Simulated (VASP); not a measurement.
# Ni (P6/mmm) in VASP: a series of runs

Ni is run at these levels: LDA; tasks: single point.

Everything below comes from runs of VASP 6.6.1. Logs are shortened: lines on timing, memory, paths and dates and some standing lists are left out, and cuts for length are marked.

### 1 The cell of the first run

Symmetry: P6/mmm, No. 191, hexagonal system. The conventional cell has a = 3.884 Å, b = 3.884 Å, c = 2.349 Å, α = 90.00°, β = 90.00°, γ = 120.00°. Within 3.1 Å of Ni (site symmetry 6/mmm) lie 14 Ni at 2.35 to 2.53 Å. Within 3.0 Å of Ni (site symmetry -6m2) lie 11 Ni at 2.24 to 2.53 Å.

### 2 Single point, LDA, collinear spin, ferromagnetic start

The input, INCAR:

```
SYSTEM = Ni
ALGO = Normal ; EDIFF = 1E-7
ENCUT = 520 ; ISIF = 2
ISMEAR = -1 ; ISPIN = 2
LASPH = .TRUE. ; LCHARG = .FALSE.
LMAXMIX = 4 ; LORBIT = 11
LREAL = .FALSE. ; LWAVE = .FALSE.
MAGMOM = 0.8 0.8 0.8 ; NBANDS = 26
NELM = 150 ; PREC = Accurate
SIGMA = 0.05
```

The input, KPOINTS:

```
k-points
0
G
  9 9 13
  0 0 0
```

The input, POSCAR:

```
Ni
1.0
    3.8836482147      0.0000000000      0.0000000000
   -1.9418241073      3.3633380133      0.0000000000
    0.0000000000      0.0000000000      2.3487690631
Ni
3
Direct
    1.0000000000      1.0000000000      1.0000000000
    0.3333333333      0.6666666667      0.5000000000
    0.6666666667      0.3333333333      0.5000000000
```

Potentials or basis: VASP PAW LDA potentials, release 64 (Ni).

Command:

```sh
> cat potpaw_LDA.64/Ni/POTCAR > POTCAR
> mpirun -np 1 vasp_std > vasp.out
```

OUTCAR:

```text
SYSTEM = Ni
   EDIFF = 1E-7
   ENCUT = 520
   ISIF = 2
   ISMEAR = -1
   ISPIN = 2
   LASPH = .TRUE.
   LORBIT = 11
   LREAL = .FALSE.
   NELM = 150
   PREC = Accurate

 ion  position               nearest neighbor table
   1  0.000  0.000  0.000-   2 2.53   3 2.53   2 2.53   3 2.53   2 2.53   2 2.53   3 2.53   3 2.53
                             3 2.53   3 2.53   2 2.53   2 2.53
   2  0.333  0.667  0.500-   3 2.24   3 2.24   3 2.24   1 2.53   1 2.53   1 2.53   1 2.53   1 2.53
                             1 2.53
   3  0.667  0.333  0.500-   2 2.24   2 2.24   2 2.24   1 2.53   1 2.53   1 2.53   1 2.53   1 2.53
                             1 2.53

  LATTYP: Found a hexagonal cell.
 ALAT       =     3.8836482147
 C/A-ratio  =     0.6047841960

  Lattice vectors:

 A1 = (   3.8836482147,   0.0000000000,   0.0000000000)
 A2 = (  -1.9418241073,   3.3633380133,   0.0000000000)
 A3 = (   0.0000000000,   0.0000000000,   2.3487690631)

Analysis of symmetry for initial positions (statically):
=====================================================================
 Subroutine PRICEL returns:
 Original cell was already a primitive cell.

 Routine SETGRP: Setting up the symmetry group for a
 hexagonal supercell.

 Subroutine GETGRP returns: Found 24 space group operations
 (whereof 24 operations were pure point group operations)
 out of a pool of 24 trial point group operations.

The static configuration has the point symmetry D_6h.

Analysis of symmetry for dynamics (positions and initial velocities):
=====================================================================
 Subroutine PRICEL returns:
 Original cell was already a primitive cell.

 Routine SETGRP: Setting up the symmetry group for a
 hexagonal supercell.

 Subroutine GETGRP returns: Found 24 space group operations
 (whereof 24 operations were pure point group operations)
 out of a pool of 24 trial point group operations.

The dynamic configuration has the point symmetry D_6h.

Analysis of structural, dynamic, and magnetic symmetry:
=====================================================================
 Subroutine PRICEL returns:
 Original cell was already a primitive cell.

 Routine SETGRP: Setting up the symmetry group for a
 hexagonal supercell.

 Subroutine GETGRP returns: Found 24 space group operations
 (whereof 24 operations were pure point group operations)
 out of a pool of 24 trial point group operations.

The overall configuration has the point symmetry D_6h.

 Subroutine INISYM returns: Found 24 space group operations
 (whereof 24 operations are pure point group operations),
 and found     1 'primitive' translations

----------------------------------------------------------------------------------------

                                     Primitive cell

  volume of cell :      30.6797

  direct lattice vectors                    reciprocal lattice vectors
     3.883648215  0.000000000  0.000000000     0.257489851  0.148661835  0.000000000
    -1.941824107  3.363338013  0.000000000     0.000000000  0.297323670  0.000000000
     0.000000000  0.000000000  2.348769063     0.000000000  0.000000000  0.425754927

  length of vectors
     3.883648215  3.883648215  2.348769063     0.297323670  0.297323670  0.425754927

  position of ions in fractional coordinates (direct lattice)
     0.000000000  0.000000000  0.000000000
     0.333333333  0.666666667  0.500000000
     0.666666667  0.333333333  0.500000000

  ion indices of the primitive-cell ions
   primitive index   ion index
                 1           1
                 2           2
                 3           3

----------------------------------------------------------------------------------------

 KPOINTS: k-points

Automatic generation of k-mesh.
 Grid dimensions read from file:
 generate k-points for:    9    9   13

 Generating k-lattice:

  Cartesian coordinates                     Fractional coordinates (reciprocal lattice)
     0.028609983  0.016517982  0.000000000     0.111111111  0.000000000  0.000000000
     0.000000000  0.033035963  0.000000000     0.000000000  0.111111111  0.000000000
     0.000000000  0.000000000  0.032750379     0.000000000  0.000000000  0.076923077

  Length of vectors
     0.033035963  0.033035963  0.032750379

  Shift w.r.t. Gamma in fractional coordinates (k-lattice)
     0.000000000  0.000000000  0.000000000

 Subroutine IBZKPT returns following result:
 ===========================================

 Found     84 irreducible k-points:

 Following reciprocal coordinates:
            Coordinates               Weight
  0.000000  0.000000  0.000000      1.000000
  0.111111  0.000000  0.000000      6.000000
  0.222222 -0.000000  0.000000      6.000000
  0.333333  0.000000  0.000000      6.000000
  0.444444 -0.000000  0.000000      6.000000
  0.111111  0.111111  0.000000      6.000000
[... 16 lines left out ...]
  0.333333  0.222222  0.076923     24.000000
  0.333333  0.333333  0.076923      4.000000
 [... further k-points ...]
   k-points           NKPTS =     84   k-points in BZ     NKDIM =     84   number of bands    NBANDS=     26
   number of dos      NEDOS =    301   number of ions     NIONS =      3
   total plane-waves  NPLWV =  16200
   dimension x,y,z NGX =    30 NGY =   30 NGZ =   18
   dimension x,y,z NGXF=    60 NGYF=   60 NGZF=   36
   ions per type =               3
   NGX,Y,Z   is equivalent  to a cutoff of  12.84, 12.84, 12.74 a.u.
   NGXF,Y,Z  is equivalent  to a cutoff of  25.68, 25.68, 25.48 a.u.
 SYSTEM =  Ni
   PREC   = accura    normal or accurate (medium, high low for compatibility)
   ISTART =      0    job   : 0-new  1-cont  2-samecut
   ICHARG =      2    charge: 1-file 2-atom 10-const
   ISPIN  =      2    spin polarized calculation?
   LNONCOLLINEAR =      F non collinear calculations
   LSORBIT =      F    spin-orbit coupling
   LASPH  =      T    aspherical Exc in radial PAW
   ENCUT  =  520.0 eV  38.22 Ry    6.18 a.u.   7.22  7.22  4.37*2*pi/ulx,y,z
   NELM   =    150;   NELMIN=  2; NELMDL= -5     # of ELM steps
   EDIFF  = 0.1E-06   stopping-criterion for ELM
   LREAL  =      F    real-space projection
   EDIFFG = 0.1E-05   stopping-criterion for IOM
   NSW    =      0    number of steps for IOM
   IBRION =     -1    ionic relax: 0-MD 1-quasi-New 2-CG
   NFREE  =      0    steps in history (QN), initial steepest desc. (CG)
   ISIF   =      2    stress and relaxation
   ISYM   =      2    0-nonsym 1-usesym 2-fastsym
   POTIM  = 0.5000    time-step for ionic-motion
   TEBEG  =    0.0;   TEEND  =   0.0 temperature during run
   PSTRESS=    0.0 pullay stress
   NELECT =      30.0000    total number of electrons
   NUPDOWN=      -1.0000    fix difference up-down
   EMIN   =  10.00;   EMAX   =-10.00  energy-range for DOS
   EFERMI =   0.00;   METHOD = LEGACY
   ISMEAR =    -1;   SIGMA  =   0.05  broadening in eV -4-tet -1-fermi 0-gaus
   EFERMI_NEDOS =   21; number of points for ismear=-14 and -15
   IALGO  =     38    algorithm
   IMIX   =      4    mixing-type and parameters
     AMIX     =   0.40;   BMIX     =  1.00
     AMIX_MAG =   1.60;   BMIX_MAG =  1.00
  volume/ion in A,a.u.               =      10.23        69.01
  Fermi-wavevector in a.u.,A,eV,Ry     =   1.624919  3.070651 35.924296  2.640361
  Thomas-Fermi vector in A             =   2.718127
   LORBIT       =     11    0 simple, 1 ext, 2 COOP (PROOUT), +10 PAW based schemes
   GGA     = CA    functional components
   LHFCALC =     F    Hartree Fock is set to
   AEXX    =    0.0000 exact exchange contribution
   IVDW    =     0    specifies the selected vdW correction
   LEPSILON=     F    determine dielectric tensor
   LRPA    =     F    only Hartree local field effects (RPA)
 spin polarized calculation
  energy-cutoff  :      520.00
  volume of cell :       30.68
 maximum number of plane-waves:       855
 NGX is ok and might be reduce to    30
   NGX = 15   NGY = 15   NGZ =  9

 number of electron      30.0000008 magnetization       1.6399418

 Free energy of the ion-electron system (eV)
  ---------------------------------------------------
  ext. energy  EPLUGINS =         0.00000000
  ---------------------------------------------------
  free energy    TOTEN  =       -19.35784290 eV

  energy without entropy =      -19.30666572  energy(sigma->0) =      -19.33225431

 E-fermi :   9.9275     XC(G=0): -13.9729

 val. band max:        9.9267372918   @ k =   0.3333   0.0000   0.4615
 cond. band min:       9.9296008937   @ k =   0.4444  -0.0000   0.3846
 fundamental gap:      0.0028636019
 Fermi energy:         9.9275485025

 spin component 1

 k-point     1 :       0.0000    0.0000    0.0000
  band No.  band energies     occupation
      1       0.5304      1.00000
      2       5.3917      1.00000
      3       6.6344      1.00000
      4       6.6344      1.00000
      5       6.6348      1.00000
      6       6.6348      1.00000
[... 18 lines left out ...]
     25      36.6583      0.00000
     26      37.7689      0.00000
[... 644 lines left out ...]
      4       6.6224      1.00000
      5       6.6224      1.00000
      6       6.8649      1.00000
[... 18 lines left out ...]
     25      31.7262      0.00000
     26      31.7820      0.00000

 [... further k-points ...]

 spin component 2

 k-point     1 :       0.0000    0.0000    0.0000
  band No.  band energies     occupation
      1       0.5772      1.00000
      2       5.8212      1.00000
      3       7.0245      1.00000
      4       7.0245      1.00000
      5       7.0478      1.00000
      6       7.0478      1.00000
[... 18 lines left out ...]
     25      36.6496      0.00000
     26      37.7692      0.00000
[... 644 lines left out ...]
      4       7.1338      1.00000
      5       7.1338      1.00000
      6       7.3239      1.00000
[... 18 lines left out ...]
     25      31.8142      0.00000
     26      31.8796      0.00000

 [... further k-points ...]
[... 5 lines left out ...]
  --------------------------------------------------------------------------------------
  -------------------------------------------------------------------------------------
  Total       -0.0272666     -0.0272666     -0.1105354     -0.0000000      0.0000000      0.0000000
  in kB       -1.4239395     -1.4239395     -5.7724629     -0.0000000      0.0000000      0.0000000
  external PRESSURE =      -2.8734473 kB  Pullay stress =       0.0000000 kB

 VOLUME and BASIS-vectors are now :
 -----------------------------------------------------------------------------
  energy-cutoff  :      520.00
  volume of cell :       30.68
      direct lattice vectors                 reciprocal lattice vectors
     3.883648215  0.000000000  0.000000000     0.257489851  0.148661835  0.000000000
    -1.941824107  3.363338013  0.000000000     0.000000000  0.297323670  0.000000000
     0.000000000  0.000000000  2.348769063     0.000000000  0.000000000  0.425754927

 POSITION                                       TOTAL-FORCE (eV/Angst)
 -----------------------------------------------------------------------------------
      0.00000      0.00000      0.00000         0.000000      0.000000      0.000000
     -0.00000      2.24223      1.17438        -0.000000      0.000000      0.000000
      1.94182      1.12111      1.17438         0.000000      0.000000     -0.000000
 -----------------------------------------------------------------------------------
    total drift:                               -0.000000      0.000000      0.000000

  FREE ENERGIE OF THE ION-ELECTRON SYSTEM (eV)
  ---------------------------------------------------
  free  energy   TOTEN  =       -19.3578429014 eV

  energy  without entropy=      -19.3066657194  energy(sigma->0) =      -19.33225431

 total charge

# of ion       s       p       d       tot
------------------------------------------
    1        0.507   0.534   8.354   9.394
    2        0.541   0.562   8.386   9.489
    3        0.541   0.562   8.386   9.489
--------------------------------------------------
tot          1.589   1.657  25.125  28.372

 magnetization (x)

# of ion       s       p       d       tot
------------------------------------------
    1       -0.002  -0.017   0.551   0.532
    2       -0.004  -0.015   0.572   0.554
    3       -0.004  -0.015   0.572   0.554
--------------------------------------------------
tot         -0.010  -0.046   1.695   1.639
```

Wall time 5.2 min (1 thread of AMD EPYC 7R13, shared host); peak memory 0.17 GiB.

What came out:

- Free energy: -19.3578 eV
- Pressure: -0.3 GPa
- Net moment: 1.64 μB per cell
- Site moments: Ni +0.53, +0.55 μB
- Valence electrons inside the program's atomic spheres: Ni 9.39, 9.49

(Part 1 of 2 ends here.)
